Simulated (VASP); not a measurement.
# Rb (Im-3m) in VASP: notebook

Runs on Rb. Level: PBE. Tasks: single point.

All numbers are computed with VASP 6.6.1; they aren't measurements. Logs are shortened: lines on timing, memory, paths and dates and some standing lists are left out, and cuts for length are marked.

## 1. The cell of the first run

Symmetry: Im-3m, No. 229, cubic system. The conventional cell has a = 5.331 Å, b = 5.331 Å, c = 5.331 Å, α = 90.00°, β = 90.00°, γ = 90.00°.

## 2. Single point, PBE (strain -0.050 along x and y, -0.050 along z)

The input, INCAR:

```
PREC = Accurate
ENCUT = 520
EDIFF = 1E-6
ISMEAR = 0
SIGMA = 0.15
LREAL = False
LASPH = True
NELM = 80
ALGO = Fast
ISIF = 2
LWAVE = False
LCHARG = True
GGA = PE
LELF = True
LVHAR = True
NBANDS = 10
```

The input, KPOINTS:

```
Automatic mesh
0
Gamma
  12 12 12
```

The input, POSCAR:

```
Rb
1.0
   -2.6657000000      2.6657000000      2.6657000000
    2.6657000000     -2.6657000000      2.6657000000
    2.6657000000      2.6657000000     -2.6657000000
Rb
1
Direct
    0.0000000000      0.0000000000      0.0000000000
```

Potentials or basis: VASP PAW PBE potentials, release 64 (Rb_sv).

Run with:

```
$ cat potpaw_PBE.64/Rb_sv/POTCAR > POTCAR
$ mpirun -np 1 vasp_std > vasp.out
```

OUTCAR:

```text
PREC = Accurate
   ENCUT = 520
   EDIFF = 1E-6
   ISMEAR = 0
   LREAL = False
   LASPH = True
   NELM = 80
   ISIF = 2
   GGA = PE

 ion  position               nearest neighbor table
   1  0.000  0.000  0.000-

  LATTYP: Found a body centered cubic cell.
 ALAT       =     5.3314000000

  Lattice vectors:

 A1 = (  -2.6657000000,   2.6657000000,   2.6657000000)
 A2 = (   2.6657000000,  -2.6657000000,   2.6657000000)
 A3 = (   2.6657000000,   2.6657000000,  -2.6657000000)

Analysis of symmetry for initial positions (statically):
=====================================================================
 Subroutine PRICEL returns:
 Original cell was already a primitive cell.

 Routine SETGRP: Setting up the symmetry group for a
 body centered cubic supercell.

 Subroutine GETGRP returns: Found 48 space group operations
 (whereof 48 operations were pure point group operations)
 out of a pool of 48 trial point group operations.

The static configuration has the point symmetry O_h .

Analysis of symmetry for dynamics (positions and initial velocities):
=====================================================================
 Subroutine PRICEL returns:
 Original cell was already a primitive cell.

 Routine SETGRP: Setting up the symmetry group for a
 body centered cubic supercell.

 Subroutine GETGRP returns: Found 48 space group operations
 (whereof 48 operations were pure point group operations)
 out of a pool of 48 trial point group operations.

The dynamic configuration has the point symmetry O_h .

 Subroutine INISYM returns: Found 48 space group operations
 (whereof 48 operations are pure point group operations),
 and found     1 'primitive' translations

----------------------------------------------------------------------------------------

                                     Primitive cell

  volume of cell :      75.7694

  direct lattice vectors                    reciprocal lattice vectors
    -2.665700000  2.665700000  2.665700000     0.000000000  0.187567993  0.187567993
     2.665700000 -2.665700000  2.665700000     0.187567993  0.000000000  0.187567993
     2.665700000  2.665700000 -2.665700000     0.187567993  0.187567993  0.000000000

  length of vectors
     4.617127838  4.617127838  4.617127838     0.265261200  0.265261200  0.265261200

  position of ions in fractional coordinates (direct lattice)
     0.000000000  0.000000000  0.000000000

  ion indices of the primitive-cell ions
   primitive index   ion index
                 1           1

----------------------------------------------------------------------------------------

 KPOINTS: Automatic mesh

Automatic generation of k-mesh.
 Grid dimensions read from file:
 generate k-points for:   12   12   12

 Generating k-lattice:

  Cartesian coordinates                     Fractional coordinates (reciprocal lattice)
     0.000000000  0.015630666  0.015630666     0.083333333  0.000000000  0.000000000
     0.015630666  0.000000000  0.015630666     0.000000000  0.083333333  0.000000000
     0.015630666  0.015630666  0.000000000     0.000000000  0.000000000  0.083333333

  Length of vectors
     0.022105100  0.022105100  0.022105100

  Shift w.r.t. Gamma in fractional coordinates (k-lattice)
     0.000000000  0.000000000  0.000000000

 Subroutine IBZKPT returns following result:
 ===========================================

 Found     72 irreducible k-points:

 Following reciprocal coordinates:
            Coordinates               Weight
  0.000000  0.000000  0.000000      1.000000
  0.083333  0.000000  0.000000     12.000000
  0.166667  0.000000  0.000000     12.000000
  0.250000  0.000000  0.000000     12.000000
  0.333333  0.000000  0.000000     12.000000
  0.416667  0.000000  0.000000     12.000000
[... 16 lines left out ...]
  0.333333  0.083333  0.083333     24.000000
  0.416667  0.083333  0.083333     12.000000
 [... further k-points ...]
   k-points           NKPTS =     72   k-points in BZ     NKDIM =     72   number of bands    NBANDS=     10
   number of dos      NEDOS =    301   number of ions     NIONS =      1
   total plane-waves  NPLWV =  46656
   dimension x,y,z NGX =    36 NGY =   36 NGZ =   36
   dimension x,y,z NGXF=    72 NGYF=   72 NGZF=   72
   ions per type =               1
   NGX,Y,Z   is equivalent  to a cutoff of  12.96, 12.96, 12.96 a.u.
   NGXF,Y,Z  is equivalent  to a cutoff of  25.92, 25.92, 25.92 a.u.
 SYSTEM =  unknown system
   PREC   = accura    normal or accurate (medium, high low for compatibility)
   ISTART =      0    job   : 0-new  1-cont  2-samecut
   ICHARG =      2    charge: 1-file 2-atom 10-const
   ISPIN  =      1    spin polarized calculation?
   LNONCOLLINEAR =      F non collinear calculations
   LSORBIT =      F    spin-orbit coupling
   LASPH  =      T    aspherical Exc in radial PAW
   ENCUT  =  520.0 eV  38.22 Ry    6.18 a.u.   8.58  8.58  8.58*2*pi/ulx,y,z
   NELM   =     80;   NELMIN=  2; NELMDL= -5     # of ELM steps
   EDIFF  = 0.1E-05   stopping-criterion for ELM
   LREAL  =      F    real-space projection
   EDIFFG = 0.1E-04   stopping-criterion for IOM
   NSW    =      0    number of steps for IOM
   IBRION =     -1    ionic relax: 0-MD 1-quasi-New 2-CG
   NFREE  =      0    steps in history (QN), initial steepest desc. (CG)
   ISIF   =      2    stress and relaxation
   ISYM   =      2    0-nonsym 1-usesym 2-fastsym
   POTIM  = 0.5000    time-step for ionic-motion
   TEBEG  =    0.0;   TEEND  =   0.0 temperature during run
   PSTRESS=    0.0 pullay stress
   NELECT =       9.0000    total number of electrons
   NUPDOWN=      -1.0000    fix difference up-down
   EMIN   =  10.00;   EMAX   =-10.00  energy-range for DOS
   EFERMI =   0.00;   METHOD = LEGACY
   ISMEAR =     0;   SIGMA  =   0.15  broadening in eV -4-tet -1-fermi 0-gaus
   EFERMI_NEDOS =   21; number of points for ismear=-14 and -15
   IALGO  =     68    algorithm
   IMIX   =      4    mixing-type and parameters
     AMIX     =   0.40;   BMIX     =  1.00
     AMIX_MAG =   1.60;   BMIX_MAG =  1.00
  volume/ion in A,a.u.               =      75.77       511.32
  Fermi-wavevector in a.u.,A,eV,Ry     =   0.804744  1.520746  8.811308  0.647613
  Thomas-Fermi vector in A             =   1.912858
   LORBIT       =      0    0 simple, 1 ext, 2 COOP (PROOUT), +10 PAW based schemes
   GGA     = PE    functional components
   LHFCALC =     F    Hartree Fock is set to
   AEXX    =    0.0000 exact exchange contribution
   IVDW    =     0    specifies the selected vdW correction
   LEPSILON=     F    determine dielectric tensor
   LRPA    =     F    only Hartree local field effects (RPA)
 non-spin polarized calculation
 RMM-DIIS sequential band-by-band and
 Gauss-broadening in eV      SIGMA  =   0.15
  energy-cutoff  :      520.00
  volume of cell :       75.77
 maximum number of plane-waves:      2093
 NGX is ok and might be reduce to    36
   NGX = 17   NGY = 17   NGZ = 17

 number of electron       9.0000000 magnetization

 Free energy of the ion-electron system (eV)
  ---------------------------------------------------
  ext. energy  EPLUGINS =         0.00000000
  ---------------------------------------------------
  free energy    TOTEN  =        -0.91033480 eV

  energy without entropy =       -0.89899652  energy(sigma->0) =       -0.90466566

 E-fermi :   0.4664     XC(G=0):  -5.9284

 val. band max:        0.4650039602   @ k =   0.2500   0.2500   0.0000
 cond. band min:       0.5008968509   @ k =   0.3333   0.1667   0.0000
 fundamental gap:      0.0358928907
 Fermi energy:         0.4663969311

 k-point     1 :       0.0000    0.0000    0.0000
  band No.  band energies     occupation
      1     -28.3620      2.00000
      2     -12.3778      2.00000
      3     -12.3778      2.00000
      4     -12.3778      2.00000
      5      -1.7577      2.00000
      6       4.3066      0.00000
      7       4.3066      0.00000
      8       4.3066      0.00000
      9       5.3763      0.00000
     10       5.3763      0.00000

 k-point     2 :       0.0833    0.0000    0.0000
  band No.  band energies     occupation
      1     -28.3613      2.00000
      2     -12.3902      2.00000
      3     -12.3817      2.00000
      4     -12.3778      2.00000
      5      -1.6600      2.00000
      6       4.1733      0.00000
      7       4.1746      0.00000
      8       4.4011      0.00000
      9       5.1722      0.00000
     10       5.3413      0.00000

 k-point     3 :       0.1667    0.0000    0.0000
  band No.  band energies     occupation
      1     -28.3595      2.00000
      2     -12.4237      2.00000
      3     -12.3923      2.00000
      4     -12.3780      2.00000
      5      -1.3755      2.00000
      6       3.6768      0.00000
      7       3.8754      0.00000
      8       4.6814      0.00000
      9       5.0809      0.00000
     10       5.2885      0.00000

 k-point     4 :       0.2500    0.0000    0.0000
  band No.  band energies     occupation
      1     -28.3570      2.00000
      2     -12.4687      2.00000
      3     -12.4066      2.00000
      4     -12.3782      2.00000
      5      -0.9290      2.00000
      6       3.0171      0.00000
      7       3.5541      0.00000
      8       5.1385      0.00000
      9       5.1954      0.00000
     10       5.3018      0.00000
[... 222 lines left out ...]
 k-point    22 :       0.2500    0.0833    0.0833
  band No.  band energies     occupation
      1     -28.3540      2.00000
      2     -12.5139      2.00000
      3     -12.4216      2.00000
      4     -12.3888      2.00000
      5      -0.1936      2.00000
      6       2.3853      0.00000
      7       2.9573      0.00000
      8       5.3680      0.00000
      9       5.6797      0.00000
     10       5.6947      0.00000

 k-point    23 :       0.3333    0.0833    0.0833
  band No.  band energies     occupation
      1     -28.3524      2.00000
      2     -12.5357      2.00000
      3     -12.4369      2.00000
      4     -12.3896      2.00000
      5       0.4241      1.31027
      6       1.8336      0.00000
      7       2.8163      0.00000
      8       5.1625      0.00000
      9       5.9278      0.00000
     10       6.0665      0.00000

 k-point    24 :       0.4167    0.0833    0.0833
  band No.  band energies     occupation
      1     -28.3518      2.00000
      2     -12.5433      2.00000
      3     -12.4427      2.00000
      4     -12.3899      2.00000
      5       0.8544      0.00025
      6       1.4431      0.00000
      7       2.7691      0.00000
      8       5.0251      0.00000
      9       6.1205      0.00000
     10       6.2609      0.00000

 [... further k-points ...]

------------------------ aborting loop because EDIFF is reached ----------------------------------------

  FORCE on cell =-STRESS in cart. coord.  units (eV):
  Direction    XX          YY          ZZ          XY          YZ          ZX
  --------------------------------------------------------------------------------------
  -------------------------------------------------------------------------------------
  Total        0.3449591      0.3449591      0.3449591      0.0000000      0.0000000     -0.0000000
  in kB        7.2943133      7.2943133      7.2943133      0.0000000      0.0000000     -0.0000000
  external PRESSURE =       7.2943133 kB  Pullay stress =       0.0000000 kB

 VOLUME and BASIS-vectors are now :
 -----------------------------------------------------------------------------
  energy-cutoff  :      520.00
  volume of cell :       75.77
      direct lattice vectors                 reciprocal lattice vectors
    -2.665700000  2.665700000  2.665700000     0.000000000  0.187567993  0.187567993
     2.665700000 -2.665700000  2.665700000     0.187567993  0.000000000  0.187567993
     2.665700000  2.665700000 -2.665700000     0.187567993  0.187567993  0.000000000

 POSITION                                       TOTAL-FORCE (eV/Angst)
 -----------------------------------------------------------------------------------
      0.00000      0.00000      0.00000         0.000000      0.000000     -0.000000
 -----------------------------------------------------------------------------------
    total drift:                               -0.000000      0.000000      0.000000

  FREE ENERGIE OF THE ION-ELECTRON SYSTEM (eV)
  ---------------------------------------------------
  free  energy   TOTEN  =        -0.9103348016 eV

  energy  without entropy=       -0.8989965210  energy(sigma->0) =       -0.90466566
```

Run time: 41 s. Hardware: 1 thread of Intel Xeon 6975P-C (Granite Rapids), shared host; peak memory 0.22 GiB.

Results:

| Property | Result |
| --- | --- |
| Free energy | -0.9103 eV |
| Pressure | 0.7 GPa |
| Band gap on the k mesh | zero (an odd number of electrons rules out a gap without spin polarisation) |

Caveat: the cell differs from its parent crystal (strain -0.050 along x and y, -0.050 along z).

## 3. Single point, PBE (strain +0.050 along x and y, +0.050 along z)

The input, INCAR:

```
PREC = Accurate
ENCUT = 520
EDIFF = 1E-6
ISMEAR = 0
SIGMA = 0.15
LREAL = False
LASPH = True
NELM = 80
ALGO = Normal
ISIF = 2
LWAVE = False
LCHARG = False
GGA = PE
NBANDS = 10
```

KPOINTS is that of step 2.

The input, POSCAR:

```
Rb
1.0
   -2.9463000000      2.9463000000      2.9463000000
    2.9463000000     -2.9463000000      2.9463000000
    2.9463000000      2.9463000000     -2.9463000000
Rb
1
Direct
    0.0000000000      0.0000000000      0.0000000000
```

Potentials or basis: VASP PAW PBE potentials, release 64 (Rb_sv).

Run with:

```
$ cat potpaw_PBE.64/Rb_sv/POTCAR > POTCAR
$ mpirun -np 1 vasp_std > vasp.out
```

Wall time 66 s (1 thread of Intel Xeon 6975P-C (Granite Rapids), shared host); peak memory 0.26 GiB.

Results (log left out):

```yaml
Free_energy: -0.9310 eV
Pressure: -0.3 GPa
Band_gap_on_the_k_mesh: zero (an odd number of electrons rules out a gap without spin polarisation)
```

Levels at points of the mesh, in eV from the Fermi level:
| k point | band 1 | band 2 | band 3 | band 4 | band 5 | band 6 | band 7 | band 8 |
| --- | --- | --- | --- | --- | --- | --- | --- | --- |
| (0.00, 0.00, 0.00) | -28.97 | -13.02 | -13.02 | -13.02 | -1.82 | 3.57 | 3.57 | 3.57 |
| (0.50, 0.00, 0.00) | -28.96 | -13.08 | -13.04 | -13.02 | 0.26 | 0.71 | 2.56 | 4.01 |
| (0.50, 0.50, 0.50) | -28.96 | -13.06 | -13.06 | -13.06 | 1.33 | 1.33 | 2.97 | 2.97 |

Caveat: the cell differs from its parent crystal (strain +0.050 along x and y, +0.050 along z).
